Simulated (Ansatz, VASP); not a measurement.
**TePb in VASP and in Ansatz**

```
Te Pb
1.0
     3.22282    3.22282    0.00000
    -3.22282    3.22282    0.00000
     0.00000    3.22282    3.18812
Te Pb
1 1
Direct
  0.50000 0.50000 0.00000
  0.00000 0.00000 0.00000
```

Change from the starting cell: film at in-plane strain +0.01.

Alike in both runs: task single point; functional LDA; k mesh 6 × 6 × 6; no spin polarisation.

|  | VASP | Ansatz |
| --- | --- | --- |
| version | VASP 6.6.1 | Ansatz 0.2.0 |
| potentials or method | VASP PAW LDA potentials, release 64 (Te, Pb_d), cutoff 500 eV | all-electron LAPW, scalar-relativistic |
| occupations | gaussian, width 0.01 eV | fixed |

VASP gave:

| Quantity | Value |
| --- | --- |
| gap on the k mesh at the Fermi level (eV) | 0.59 |
| pressure (GPa) | -0.8 |
| traceless stress, the component that is largest in VASP (GPa) | 0.90 |

Problem. Which values does Ansatz return?

Solution. gap on the k mesh at the Fermi level (eV): 0.60; pressure (GPa): -0.9; traceless stress, the component that is largest in VASP (GPa): 0.89.

LDA's correlation is that of Perdew and Zunger in VASP and of Perdew and Wang (1992) in Ansatz. Ansatz ran all-electron here, and VASP with PAW potentials.

Neither program's run includes spin-orbit coupling.
